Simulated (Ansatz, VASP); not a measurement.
**Sc in VASP and in Ansatz**

```xyz
2
Lattice="3.3281 0.0000 0.0000 -1.6640 2.8822 0.0000 0.0000 0.0000 5.2121" Properties=species:S:1:pos:R:3 pbc="T T T"
Sc    0.0000    1.9215    1.3030
Sc    1.6640    0.9607    3.9091
```

Alike in both runs: task single point; functional r2SCAN; k mesh 4 × 4 × 2; occupations fermi-dirac, width 0.1 eV; no spin polarisation.

|  | VASP | Ansatz |
| --- | --- | --- |
| version | VASP 6.6.1 | Ansatz 0.2.0 |
| potentials or method | VASP PAW PBE potentials, release 64 (Sc_sv), cutoff 520 eV | plane waves (500 eV) with PAW, scalar-relativistic |
| valence electrons in the cell | 22 | 22 |

```csv
,VASP,Ansatz,Ansatz less VASP
pressure (GPa),0.4,0.2,-0.21
"traceless stress, the component that is largest in VASP (GPa)",1.15,1.13,-0.018
```

VASP's potentials were made for PBE, not for r2SCAN. The functional is the same, so the differences come from potentials, cutoffs and numerics.

The k mesh is coarse, so the values compare programs but aren't converged.
